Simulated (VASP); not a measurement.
Wanted: the native input for a VASP 6.6.1 run.

- Task: single point
- Functional: PBEsol
- Potentials or basis: VASP PAW PBE potentials, release 64 (Hf_pv, O)
- Cutoff: 520 eV
- k mesh: 6 × 6 × 8
- Occupations: gaussian, width 0.05 eV
- Spin: no spin polarisation
- Dipole correction: no
- Further INCAR settings: ALGO = Normal; EDIFF = 1e-06; NBANDS = 31

The structure of HfO2 lies in POSCAR:

```
HfO2
1.0
    4.8307835077      0.0000000000      0.0000000000
    0.0000000000      4.8307835077      0.0000000000
    0.0000000000      0.0000000000      3.2101828971
Hf O
2 4
Direct
    0.0000000000      0.0000000000     -0.0309951187
    0.5000000000      0.5000000000      0.5309951187
    0.1384527705      0.7484870443      0.4882965444
    0.3615472295      0.2484870443      0.0117034556
    0.6384527705      0.7515129557      0.0117034556
    0.8615472295      0.2515129557      0.4882965444
```

This cell differs from its parent crystal: atoms displaced along several vibrational modes.

These files were run (other wordings do the same):

INCAR

```
SYSTEM = HfO2
ALGO     = Normal         ! electronic algorithm
EDIFF    = 1E-6           ! SCF threshold, eV
ENCUT    = 520            ! plane-wave cutoff, eV
GGA      = PS             ! functional
ISIF     = 2              ! what is computed and relaxed
ISMEAR   = 0              ! smearing method
LASPH    = .True.         ! aspherical terms in the spheres
LCHARG   = .True.         ! write CHGCAR
LELF     = .True.         ! ELF
LREAL    = .False.        ! projectors in reciprocal space
LVHAR    = .True.       
LWAVE    = .False.        ! write WAVECAR
NBANDS   = 31             ! bands
NELM     = 100            ! most SCF steps
PREC     = Accurate       ! precision mode
SIGMA    = 0.05           ! smearing width, eV
```

KPOINTS

```
k-points
0
Gamma
  6 6 8
  0 0 0
```

Potentials or basis: VASP PAW PBE potentials, release 64 (Hf_pv, O).

Command:

```sh
$ cat potpaw_PBE.64/Hf_pv/POTCAR potpaw_PBE.64/O/POTCAR > POTCAR
$ mpirun -np 1 vasp_std > vasp.out
```

Results of the run:

* Pressure: -11.0 GPa
* Largest force: 1.025 eV/Å
* Band gap on the k mesh: 3.82 eV (least direct gap 3.86 eV)

Caveat: the cell differs from its parent crystal (atoms displaced along several vibrational modes); the cell stands under tension; the PAW data sets were made with another functional, which shifts forces and pressure a little; spin-orbit coupling is left out, which moves the levels of the heavy elements.

Wall time 120 s on 1 thread of Intel(R) Xeon(R) Platinum 8259CL CPU @ 2.50GHz (Skylake/Cascade Lake), with other jobs on the host, peak memory 0.28 GiB.
